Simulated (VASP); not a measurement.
# PbF2 (Fm-3m) in VASP: settings compared, part 2 of 2

VASP 6.6.1.

### 3 Single point, LDA

This run uses another cell than the first one, of 16.36 Å³/atom, 0.946 times its volume.

INCAR reads:

```
PREC = Accurate
ENCUT = 520
EDIFF = 1E-6
ISMEAR = -1
SIGMA = 0.02
LREAL = False
LASPH = True
NELM = 100
ALGO = Normal
ISIF = 2
LWAVE = False
LCHARG = False
GGA = CA
NBANDS = 21
```

KPOINTS reads:

```
Automatic mesh
0
Gamma
  6 6 6
```

POSCAR reads:

```
PbF2
1.0
    0.0000000000      2.9060071613      2.9060071613
    2.9060071613      0.0000000000      2.9060071613
    2.9060071613      2.9060071613      0.0000000000
Pb F
1 2
Direct
    0.0000000000      0.0000000000      0.0000000000
    0.2500000000      0.2500000000      0.2500000000
    0.7500000000      0.7500000000      0.7500000000
```

Potentials or basis: VASP PAW LDA potentials, release 64 (Pb_d, F).

On the command line:

```sh
$ cat potpaw_LDA.64/Pb_d/POTCAR potpaw_LDA.64/F/POTCAR > POTCAR
$ mpirun -np 1 vasp_std > vasp.out
```

OUTCAR:

```text
PREC = Accurate
   ENCUT = 520
   EDIFF = 1E-6
   ISMEAR = -1
   LREAL = False
   LASPH = True
   NELM = 100
   ISIF = 2
   GGA = CA

 ion  position               nearest neighbor table
   1  0.000  0.000  0.000-   3 2.52   3 2.52   3 2.52   2 2.52   3 2.52   2 2.52   2 2.52   2 2.52

   2  0.250  0.250  0.250-   1 2.52   1 2.52   1 2.52   1 2.52
   3  0.750  0.750  0.750-   1 2.52   1 2.52   1 2.52   1 2.52

  LATTYP: Found a face centered cubic cell.
 ALAT       =     5.8120143226

  Lattice vectors:

 A1 = (   0.0000000000,   2.9060071613,   2.9060071613)
 A2 = (   2.9060071613,   0.0000000000,   2.9060071613)
 A3 = (   2.9060071613,   2.9060071613,   0.0000000000)

Analysis of symmetry for initial positions (statically):
=====================================================================
 Subroutine PRICEL returns:
 Original cell was already a primitive cell.

 Routine SETGRP: Setting up the symmetry group for a
 face centered cubic supercell.

 Subroutine GETGRP returns: Found 48 space group operations
 (whereof 48 operations were pure point group operations)
 out of a pool of 48 trial point group operations.

The static configuration has the point symmetry O_h .

Analysis of symmetry for dynamics (positions and initial velocities):
=====================================================================
 Subroutine PRICEL returns:
 Original cell was already a primitive cell.

 Routine SETGRP: Setting up the symmetry group for a
 face centered cubic supercell.

 Subroutine GETGRP returns: Found 48 space group operations
 (whereof 48 operations were pure point group operations)
 out of a pool of 48 trial point group operations.

The dynamic configuration has the point symmetry O_h .

 Subroutine INISYM returns: Found 48 space group operations
 (whereof 48 operations are pure point group operations),
 and found     1 'primitive' translations

----------------------------------------------------------------------------------------

                                     Primitive cell

  volume of cell :      49.0817

  direct lattice vectors                    reciprocal lattice vectors
     0.000000000  2.906007161  2.906007161    -0.172057387  0.172057387  0.172057387
     2.906007161  0.000000000  2.906007161     0.172057387 -0.172057387  0.172057387
     2.906007161  2.906007161  0.000000000     0.172057387  0.172057387 -0.172057387

  length of vectors
     4.109714740  4.109714740  4.109714740     0.298012137  0.298012137  0.298012137

  position of ions in fractional coordinates (direct lattice)
     0.000000000  0.000000000  0.000000000
     0.250000000  0.250000000  0.250000000
     0.750000000  0.750000000  0.750000000

  ion indices of the primitive-cell ions
   primitive index   ion index
                 1           1
                 2           2
                 3           3

----------------------------------------------------------------------------------------

 KPOINTS: Automatic mesh

Automatic generation of k-mesh.
 Grid dimensions read from file:
 generate k-points for:    6    6    6

 Generating k-lattice:

  Cartesian coordinates                     Fractional coordinates (reciprocal lattice)
    -0.028676231  0.028676231  0.028676231     0.166666667  0.000000000  0.000000000
     0.028676231 -0.028676231  0.028676231     0.000000000  0.166666667  0.000000000
     0.028676231  0.028676231 -0.028676231     0.000000000  0.000000000  0.166666667

  Length of vectors
     0.049668689  0.049668689  0.049668689

  Shift w.r.t. Gamma in fractional coordinates (k-lattice)
     0.000000000  0.000000000  0.000000000

 Subroutine IBZKPT returns following result:
 ===========================================

 Found     16 irreducible k-points:

 Following reciprocal coordinates:
            Coordinates               Weight
  0.000000  0.000000  0.000000      1.000000
  0.166667  0.000000  0.000000      8.000000
  0.333333  0.000000  0.000000      8.000000
  0.500000  0.000000  0.000000      4.000000
  0.166667  0.166667  0.000000      6.000000
  0.333333  0.166667  0.000000     24.000000
[... 8 lines left out ...]
 -0.333333  0.333333  0.166667     24.000000
 -0.333333  0.500000  0.166667     12.000000
   k-points           NKPTS =     16   k-points in BZ     NKDIM =     16   number of bands    NBANDS=     21
   number of dos      NEDOS =    301   number of ions     NIONS =      3
   total plane-waves  NPLWV =  32768
   dimension x,y,z NGX =    32 NGY =   32 NGZ =   32
   dimension x,y,z NGXF=    64 NGYF=   64 NGZF=   64
   ions per type =               1   2
   NGX,Y,Z   is equivalent  to a cutoff of  12.94, 12.94, 12.94 a.u.
   NGXF,Y,Z  is equivalent  to a cutoff of  25.89, 25.89, 25.89 a.u.
 SYSTEM =  unknown system
   PREC   = accura    normal or accurate (medium, high low for compatibility)
   ISTART =      0    job   : 0-new  1-cont  2-samecut
   ICHARG =      2    charge: 1-file 2-atom 10-const
   ISPIN  =      1    spin polarized calculation?
   LNONCOLLINEAR =      F non collinear calculations
   LSORBIT =      F    spin-orbit coupling
   LASPH  =      T    aspherical Exc in radial PAW
   ENCUT  =  520.0 eV  38.22 Ry    6.18 a.u.   7.64  7.64  7.64*2*pi/ulx,y,z
   NELM   =    100;   NELMIN=  2; NELMDL= -5     # of ELM steps
   EDIFF  = 0.1E-05   stopping-criterion for ELM
   LREAL  =      F    real-space projection
   EDIFFG = 0.1E-04   stopping-criterion for IOM
   NSW    =      0    number of steps for IOM
   IBRION =     -1    ionic relax: 0-MD 1-quasi-New 2-CG
   NFREE  =      0    steps in history (QN), initial steepest desc. (CG)
   ISIF   =      2    stress and relaxation
   ISYM   =      2    0-nonsym 1-usesym 2-fastsym
   POTIM  = 0.5000    time-step for ionic-motion
   TEBEG  =    0.0;   TEEND  =   0.0 temperature during run
   PSTRESS=    0.0 pullay stress
   NELECT =      28.0000    total number of electrons
   NUPDOWN=      -1.0000    fix difference up-down
   EMIN   =  10.00;   EMAX   =-10.00  energy-range for DOS
   EFERMI =   0.00;   METHOD = LEGACY
   ISMEAR =    -1;   SIGMA  =   0.02  broadening in eV -4-tet -1-fermi 0-gaus
   EFERMI_NEDOS =   21; number of points for ismear=-14 and -15
   IALGO  =     38    algorithm
   IMIX   =      4    mixing-type and parameters
     AMIX     =   0.40;   BMIX     =  1.00
     AMIX_MAG =   1.60;   BMIX_MAG =  1.00
  volume/ion in A,a.u.               =      16.36       110.41
  Fermi-wavevector in a.u.,A,eV,Ry     =   1.357753  2.565781 25.082255  1.843494
  Thomas-Fermi vector in A             =   2.484645
   LORBIT       =      0    0 simple, 1 ext, 2 COOP (PROOUT), +10 PAW based schemes
   GGA     = CA    functional components
   LHFCALC =     F    Hartree Fock is set to
   AEXX    =    0.0000 exact exchange contribution
   IVDW    =     0    specifies the selected vdW correction
   LEPSILON=     F    determine dielectric tensor
   LRPA    =     F    only Hartree local field effects (RPA)
 non-spin polarized calculation
  energy-cutoff  :      520.00
  volume of cell :       49.08
 maximum number of plane-waves:      1363
 NGX is ok and might be reduce to    32
   NGX = 15   NGY = 15   NGZ = 15

 number of electron      27.9999985 magnetization

 Free energy of the ion-electron system (eV)
  ---------------------------------------------------
  ext. energy  EPLUGINS =         0.00000000
  ---------------------------------------------------
  free energy    TOTEN  =       -15.95451381 eV

  energy without entropy =      -15.95451381  energy(sigma->0) =      -15.95451381

 E-fermi :   2.7388     XC(G=0): -10.3617

 val. band max:        2.2397839933   @ k =  -0.3333   0.3333   0.1667
 cond. band min:       6.4736078206   @ k =   0.5000   0.5000   0.0000
 fundamental gap:      4.2338238273
 Fermi energy:         2.7387530807

 k-point     1 :       0.0000    0.0000    0.0000
  band No.  band energies     occupation
      1     -18.9541      2.00000
      2     -18.1629      2.00000
      3     -12.1696      2.00000
      4     -12.1696      2.00000
      5     -12.1696      2.00000
      6     -12.0647      2.00000
[... 13 lines left out ...]
     20      17.2103      0.00000
     21      19.8597      0.00000
[... 337 lines left out ...]
 k-point    16 :      -0.3333    0.5000    0.1667
  band No.  band energies     occupation
      1     -18.5600      2.00000
      2     -18.4970      2.00000
      3     -12.1026      2.00000
      4     -12.0481      2.00000
      5     -12.0461      2.00000
      6     -12.0015      2.00000
[... 13 lines left out ...]
     20      17.5746      0.00000
     21      18.6179      0.00000

------------------------ aborting loop because EDIFF is reached ----------------------------------------

  FORCE on cell =-STRESS in cart. coord.  units (eV):
  Direction    XX          YY          ZZ          XY          YZ          ZX
  --------------------------------------------------------------------------------------
  -------------------------------------------------------------------------------------
  Total        0.0028455      0.0028455      0.0028455     -0.0000000     -0.0000000      0.0000000
  in kB        0.0928846      0.0928846      0.0928846     -0.0000000     -0.0000000      0.0000000
  external PRESSURE =       0.0928846 kB  Pullay stress =       0.0000000 kB

 VOLUME and BASIS-vectors are now :
 -----------------------------------------------------------------------------
  energy-cutoff  :      520.00
  volume of cell :       49.08
      direct lattice vectors                 reciprocal lattice vectors
     0.000000000  2.906007161  2.906007161    -0.172057387  0.172057387  0.172057387
     2.906007161  0.000000000  2.906007161     0.172057387 -0.172057387  0.172057387
     2.906007161  2.906007161  0.000000000     0.172057387  0.172057387 -0.172057387

 POSITION                                       TOTAL-FORCE (eV/Angst)
 -----------------------------------------------------------------------------------
      0.00000      0.00000      0.00000         0.000000      0.000000      0.000000
      1.45300      1.45300      1.45300         0.000000     -0.000000      0.000000
      4.35901      4.35901      4.35901        -0.000000     -0.000000     -0.000000
 -----------------------------------------------------------------------------------
    total drift:                                0.000000     -0.000000      0.000000

  FREE ENERGIE OF THE ION-ELECTRON SYSTEM (eV)
  ---------------------------------------------------
  free  energy   TOTEN  =       -15.9545138063 eV

  energy  without entropy=      -15.9545138063  energy(sigma->0) =      -15.95451381
```

stdout:

```text
POSCAR found type information on POSCAR PbF
 POSCAR found :  2 types and       3 ions
 scaLAPACK will be used
 LDA part: xc-table for (Slater(with rela. corr.)+CA(PZ))
 , standard interpolation
 POSCAR, INCAR and KPOINTS ok, starting setup
 FFT: planning ... GRIDC
 FFT: planning ... GRID_SOFT
 FFT: planning ... GRID
 WAVECAR not read
 entering main loop
```

It took 6.6 s on 1 thread of AMD EPYC 9R45 (Zen 5), shared host; peak memory 0.12 GiB.

What came out:

* Free energy: -15.9545 eV
* Pressure: 0.0 GPa
* Band gap on the k mesh: 4.23 eV, indirect (least direct gap 4.37 eV)

Caveat: spin-orbit coupling is left out, which moves the levels of the heavy elements.

### 4 Single point, PBEsol

This run uses another cell than the first one, of 17.11 Å³/atom, 0.989 times its volume.

INCAR reads:

```
SYSTEM = PbF2
PREC = Accurate
ENCUT = 520
EDIFF = 1E-6
ISMEAR = -1
SIGMA = 0.02
LREAL = .False.
LASPH = .True.
NELM = 100
ALGO = Normal
ISIF = 2
LWAVE = .False.
LCHARG = .False.
GGA = PS
NBANDS = 21
```

KPOINTS reads:

```
regular mesh
0
Gamma
  6 6 6
  0 0 0
```

POSCAR reads:

```
PbF2
1.0
    0.0000000000      2.9494763695      2.9494763695
    2.9494763695      0.0000000000      2.9494763695
    2.9494763695      2.9494763695      0.0000000000
Pb F
1 2
Direct
    0.0000000000      0.0000000000      0.0000000000
    0.2500000000      0.2500000000      0.2500000000
    0.7500000000      0.7500000000      0.7500000000
```

Potentials or basis: VASP PAW PBE potentials, release 64 (Pb_d, F).

On the command line:

```sh
$ cat potpaw_PBE.64/Pb_d/POTCAR potpaw_PBE.64/F/POTCAR > POTCAR
$ mpirun -np 1 vasp_std > vasp.out
```

Wall time 7.6 s (1 thread of AMD EPYC 9R45 (Zen 5), shared host); peak memory 0.14 GiB.

It converged, with:

- Free energy: -14.9364 eV
- Pressure: -0.2 GPa
- Band gap on the k mesh: 4.32 eV, indirect (least direct gap 4.45 eV)

Levels at points of the mesh, in eV from the valence-band top:
```csv
k point,band 10,band 11,band 12,band 13,band 14,band 15,band 16,band 17,band 18,band 19
"(0.00, 0.00, 0.00)",-2.55,-2.55,-2.04,-2.04,-2.04,6.71,6.71,6.71,10.57,15.03
"(0.50, 0.00, 0.00)",-2.78,-2.78,-2.21,-2.21,-0.01,4.96,7.65,7.65,13.12,13.66
"(0.50, 0.50, 0.00)",-3.69,-1.61,-1.60,-1.60,-0.13,4.32,7.90,7.90,8.81,14.13
```

Caveat: the PAW data sets were made with another functional, which shifts forces and pressure a little; spin-orbit coupling is left out, which moves the levels of the heavy elements. A k mesh can miss the band edges.

### 5 Single point, r2SCAN

POSCAR reads:

```
PbF2
1.0
    0.0000000000      2.9604381116      2.9604381116
    2.9604381116      0.0000000000      2.9604381116
    2.9604381116      2.9604381116      0.0000000000
Pb F
1 2
Direct
    0.0000000000      0.0000000000      0.0000000000
    0.2500000000      0.2500000000      0.2500000000
    0.7500000000      0.7500000000      0.7500000000
```

INCAR.step1 reads:

```
  ALGO = Normal
  EDIFF = 1E-4
  ENCUT = 520
  GGA = PE
  ISMEAR = -1
  LASPH = True
  LCHARG = False
  LREAL = False
  LWAVE = True
  NBANDS = 21
  NELM = 60
  PREC = Accurate
  SIGMA = 0.02
```

INCAR.step2 reads:

```
  ALGO = Normal
  EDIFF = 1E-6
  ENCUT = 520
  ISIF = 2
  ISMEAR = -1
  ISTART = 1
  LASPH = True
  LCHARG = False
  LMIXTAU = True
  LREAL = False
  LWAVE = False
  METAGGA = R2SCAN
  NBANDS = 21
  NELM = 60
  PREC = Accurate
  SIGMA = 0.02
```

KPOINTS reads:

```
k-points
0
Gamma
  6 6 6
```

On the command line:

```sh
$ cat potpaw_PBE.64/Pb_d/POTCAR potpaw_PBE.64/F/POTCAR > POTCAR
$ cp INCAR.step1 INCAR
$ mpirun -np 1 vasp_std > vasp.out
$ cp INCAR.step2 INCAR
$ mpirun -np 1 vasp_std > vasp.out
```

It took 34 s on 1 thread of AMD EPYC 9R45 (Zen 5), shared host; peak memory 0.15 GiB.

It converged, with:

| Quantity | Value |
| --- | --- |
| Free energy | -70.1618 eV |
| Pressure | -0.1 GPa |
| Band gap on the k mesh | 4.96 eV, indirect (least direct gap 5.08 eV) |

Levels at points of the mesh, in eV from the valence-band top:
```tsv
k point	band 12	band 13	band 14	band 15	band 16	band 17
(0.00, 0.00, 0.00)	-2.13	-2.13	-2.13	7.33	7.33	7.33
(0.50, 0.00, 0.00)	-2.31	-2.31	-0.03	5.41	8.28	8.28
(0.50, 0.50, 0.00)	-1.72	-1.72	-0.11	4.96	8.49	8.49
```

Caveat: the PAW data sets were made with another functional, which shifts forces and pressure a little; spin-orbit coupling is left out, which moves the levels of the heavy elements. r2SCAN opens gaps a little over a GGA but as a rule still falls short of measured ones.

### 6 Overview

```tsv
level	potentials or basis	cell	k mesh	smearing	gap on the mesh (eV)	pressure (GPa)
PBE	VASP PAW PBE potentials, release 64 (Pb_d, F)	a = 4.187 Å, angles 60.0°, 3 atoms	4 × 4 × 4	gaussian 0.01 eV	4.42	2.7
LDA	VASP PAW LDA potentials, release 64 (Pb_d, F)	a = 4.110 Å, angles 60.0°, 3 atoms	6 × 6 × 6	fermi-dirac 0.02 eV	4.23	0.0
PBEsol	VASP PAW PBE potentials, release 64 (Pb_d, F)	a = 4.171 Å, angles 60.0°, 3 atoms	6 × 6 × 6	fermi-dirac 0.02 eV	4.32	-0.2
r2SCAN	VASP PAW PBE potentials, release 64 (Pb_d, F)	a = 4.187 Å, angles 60.0°, 3 atoms	6 × 6 × 6	fermi-dirac 0.02 eV	4.96	-0.1
```

Alike in all rows: task single point; no spin polarisation; cutoff (eV) 520.

Caveats: some runs use coarse meshes; spin-orbit coupling is left out, which moves the levels of the heavy elements; the PAW data sets were made with another functional, which shifts forces and pressure a little (some runs).

Total energies depend on the potentials used, so only differences within one code and one set of settings carry meaning.
